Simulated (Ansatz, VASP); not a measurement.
# Two plane-wave programs on KCl

File POSCAR:

```
KCl
1.0
    4.3400777943      0.0000000000      0.0000000000
   -2.1700388972      3.7586176243      0.0000000000
    0.0000000000      0.0000000000      7.6359720973
K Cl
2 2
Direct
    0.0000000000      0.0000000000      0.0000000000
    0.0000000000      0.0000000000      0.5000000000
    0.3333333333      0.6666666667      0.2500000000
    0.6666666667      0.3333333333      0.7500000000
```

Contents of INCAR.step1:

```
PREC     = Accurate       # precision mode
ENCUT    = 520            # plane-wave cutoff, eV
ISMEAR   = 0              # smearing method
SIGMA    = 0.01           # smearing width, eV
LREAL    = F              # projectors in reciprocal space
LASPH    = T              # aspherical terms in the spheres
NELM     = 100            # most SCF steps
NBANDS   = 24             # bands
GGA      = PE             # functional
ALGO     = Normal         # electronic algorithm
EDIFF    = 1E-4           # SCF threshold, eV
LWAVE    = T              # write WAVECAR
LCHARG   = F              # write CHGCAR
```

Contents of INCAR.step2:

```
PREC     = Accurate       # precision mode
ENCUT    = 520            # plane-wave cutoff, eV
EDIFF    = 1E-6           # SCF threshold, eV
ISMEAR   = 0              # smearing method
SIGMA    = 0.01           # smearing width, eV
LREAL    = F              # projectors in reciprocal space
LASPH    = T              # aspherical terms in the spheres
NELM     = 100            # most SCF steps
ALGO     = Normal         # electronic algorithm
ISIF     = 2              # what is computed and relaxed
LWAVE    = F              # write WAVECAR
LCHARG   = F              # write CHGCAR
METAGGA  = R2SCAN         # meta-GGA
LMIXTAU  = T            
NBANDS   = 24             # bands
ISTART   = 1
```

The input KPOINTS:

```
regular mesh
0
Gamma
  6 6 4
```

Input for Ansatz:

```yaml
crystal:
  lattice:
    - [4.3400777943, 0.0, 0.0]
    - [-2.1700388972, 3.7586176243, 0.0]
    - [0.0, 0.0, 7.6359720973]
  atoms:
    - { symbol: K, position: [0.0, 0.0, 0.0] }
    - { symbol: K, position: [0.0, 0.0, 0.5] }
    - { symbol: Cl, position: [0.3333333333, 0.6666666667, 0.25] }
    - { symbol: Cl, position: [0.6666666667, 0.3333333333, 0.75] }
kpoints:
  mp_grid: { grid: [6, 6, 4] }
hamiltonian:
  xc: r2scan
scf:
  occupations: { method: fixed }
  n_extra_bands: 5
output:
  forces: true
  stress: true
  eigenvalues: true
```

Alike in both runs: task single point; functional r2SCAN; k mesh 6 × 6 × 4; no spin polarisation.

|  | VASP | Ansatz |
| --- | --- | --- |
| version | VASP 6.6.1 | Ansatz 0.2.0 |
| potentials or method | VASP PAW PBE potentials, release 64 (K_sv, Cl) | plane waves, PAW |
| plane-wave cutoff (eV) | 520 | 500 |
| occupations | gaussian, width 0.01 eV | fixed |
| valence electrons in the cell | 32 | 32 |

|  | VASP | Ansatz | Ansatz less VASP |
| --- | --- | --- | --- |
| gap on the k mesh at the Fermi level (eV) | 5.77 | 5.76 | -0.004 |
| pressure (GPa) | 0.0 | 0.0 | +0.03 |

VASP's potentials were made for PBE, not for r2SCAN.
